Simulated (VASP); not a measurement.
AlN: single point with PBE

AlN:

```
CELL_PARAMETERS angstrom
3.16124 0.00000 0.00000
-1.58062 2.73772 0.00000
0.00000 0.00000 5.06768
ATOMIC_POSITIONS crystal
Al 0.33333 0.66667 0.99923
Al 0.66667 0.33333 0.49923
N 0.33333 0.66667 0.38077
N 0.66667 0.33333 0.88077
```

This cell differs from its parent crystal: volume changed by +3%.

```json
{"Program": "VASP 6.6.1", "Task": "single point", "Functional": "PBE", "Potentials or basis": "VASP PAW PBE potentials, release 64 (Al, N)", "Cutoff": "520 eV", "k mesh": "9 × 9 × 4", "Occupations": "gaussian, width 0.01 eV", "Spin": "no spin polarisation"}
```

```json
{
  "Pressure": "-5.7 GPa",
  "Largest force": "0.011 eV/Å",
  "Band gap on the k mesh": "3.79 eV, direct"
}
```

Forces in eV/Å, atoms in the order of the input:
```
Al   0.000  0.000  0.011
Al   0.000  0.000  0.011
N    0.000  0.000 -0.011
N    0.000  0.000 -0.011
```

Stress tensor (GPa, compression positive):
```
-5.80  0.00  0.00
 0.00 -5.80  0.00
 0.00  0.00 -5.38
```

Levels at points of the mesh, in eV from the valence-band top:
```csv
k point,band 4,band 5,band 6,band 7,band 8,band 9,band 10,band 11,band 12,band 13
"(0.00, 0.00, 0.00)",-0.83,-0.83,-0.20,-0.20,0.00,3.79,6.25,10.22,10.81,10.81
"(0.00, 0.00, 0.50)",-3.25,-0.52,-0.52,-0.52,-0.52,6.06,6.06,9.93,9.93,11.13
```

It took 28 s on 1 thread of Intel(R) Xeon(R) Platinum 8259CL CPU @ 2.50GHz (Skylake/Cascade Lake) (shared host), peak memory 0.16 GiB.
